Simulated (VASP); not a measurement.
Runs of VASP 6.6.1 on Ti. The structure is that of space group P6_3/mmc (No. 194), or close to it. The cells are those of the table. 

```csv
cell,further INCAR settings,gap on the mesh (eV),pressure (GPa)
"a = 2.994, b = 2.994, c = 4.686 Å, angles 90.0, 90.0, 120.0°, 2 atoms",ALGO = Fast; EDIFF = 1e-06; NBANDS = 19,none,(a)
"a = 2.906, b = 2.906, c = 4.827 Å, angles 90.0, 90.0, 120.0°, 2 atoms",ALGO = Fast; EDIFF = 1e-07; NBANDS = 19,none,-6.0
"a = 3.038, b = 3.038, c = 4.616 Å, angles 90.0, 90.0, 120.0°, 2 atoms",ALGO = Fast; EDIFF = 1e-07; NBANDS = 19,none,-9.9
"a = 2.950, b = 2.950, c = 4.616 Å, angles 90.0, 90.0, 120.0°, 2 atoms",ALGO = Fast; EDIFF = 1e-06; NBANDS = 19,none,-5.0
"a = 2.906, b = 2.906, c = 4.616 Å, angles 90.0, 90.0, 120.0°, 2 atoms",ALGO = Fast; EDIFF = 1e-07; NBANDS = 19,none,-1.3
"a = 2.861, b = 2.861, c = 4.616 Å, angles 90.0, 90.0, 120.0°, 2 atoms",ALGO = Fast; EDIFF = 1e-06; NBANDS = 19,none,(b)
"a = 2.861, b = 2.861, c = 4.756 Å, angles 90.0, 90.0, 120.0°, 2 atoms",ALGO = Fast; EDIFF = 1e-06; NBANDS = 19,none,-1.3
"a = 2.906, b = 2.906, c = 4.545 Å, angles 90.0, 90.0, 120.0°, 2 atoms",ALGO = Fast; EDIFF = 1e-06; NBANDS = 19,none,0.3
```

Alike in all rows: task single point; level PBEsol; potentials or basis VASP PAW PBE potentials, release 64 (Ti_sv); no spin polarisation; k mesh 18 × 18 × 10; cutoff (eV) 520; smearing gaussian 0.15 eV.

Problem. Estimate the missing entries.

Solution. (a) -9.0; (b) 2.0.

Caveats: the PAW data sets were made with another functional, which shifts forces and pressure a little; the cell stands under tension (at least some runs).

A gap of «none» marks levels without a gap at the run's occupations.
